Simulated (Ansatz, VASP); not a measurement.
## One calculation of ZnGa2O2, two programs

```
Zn Ga O
1.0
     5.28478    0.00000    0.00000
    -2.64239    4.57675    0.00000
     0.00000    0.00000    3.62719
Zn Ga O
1 2 2
Direct
  0.00000 0.00000 0.00000
  0.33333 0.66667 0.00000
  0.66667 0.33333 0.00000
  0.33333 0.66667 0.50000
  0.66667 0.33333 0.50000
```

Alike in both runs: functional PBE; k mesh 6 × 6 × 6; occupations gaussian, width 0.1 eV; no spin polarisation.

Ansatz relaxed the structure, and its values are those at the end. VASP's run is a single point on that final structure, the one shown.

|  | VASP | Ansatz |
| --- | --- | --- |
| version | VASP 6.6.1 | Ansatz 0.2.0 |
| potentials or method | VASP PAW PBE potentials, release 64 (Zn, Ga_d, O), cutoff 520 eV | scalar-relativistic, plane waves, PAW |
| valence electrons in the cell | 50 | 50 |

Ansatz gave:

* gap on the k mesh at the Fermi level (eV): none
* pressure (GPa): 0.1

Task: Estimate VASP's values.

Result: gap on the k mesh at the Fermi level (eV): none; pressure (GPa): 0.2.

A gap of «none» marks a metal or a gap that the smearing closes. The functional is the same, so the differences come from potentials, cutoffs and numerics.
